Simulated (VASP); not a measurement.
Here is a VASP 6.6.1 calculation.

Contents of INCAR:

```
ALGO = Normal
EDIFF = 1E-6
ENCUT = 520
ISIF = 2
ISMEAR = 0
LASPH = T
LCHARG = F
LREAL = F
LWAVE = F
NBANDS = 11
NELM = 80
PREC = Accurate
SIGMA = 0.01
```

File KPOINTS:

```
k-points
0
Gamma
  10 10 10
```

File POSCAR:

```
BN
1.0
    0.0000000000      1.8516026516      1.8516026516
    1.8516026516      0.0000000000      1.8516026516
    1.8516026516      1.8516026516      0.0000000000
B N
1 1
Direct
    0.0000000000      0.0000000000      0.0000000000
    0.2500000000      0.2500000000      0.2500000000
```

Potentials or basis: VASP PAW LDA potentials, release 64 (B, N).

The run is started by

```console
$ cat potpaw_LDA.64/B/POTCAR potpaw_LDA.64/N/POTCAR > POTCAR
$ mpirun -np 1 vasp_std > vasp.out
```

Task: Predict the band gap on the k mesh.

Result: 4.26 eV, indirect (least direct gap 8.34 eV).

Task: Estimate the pressure.

Result: -33.1 GPa.

A k mesh can miss the band edges. As with any semilocal functional, this LDA gap is likely too small.
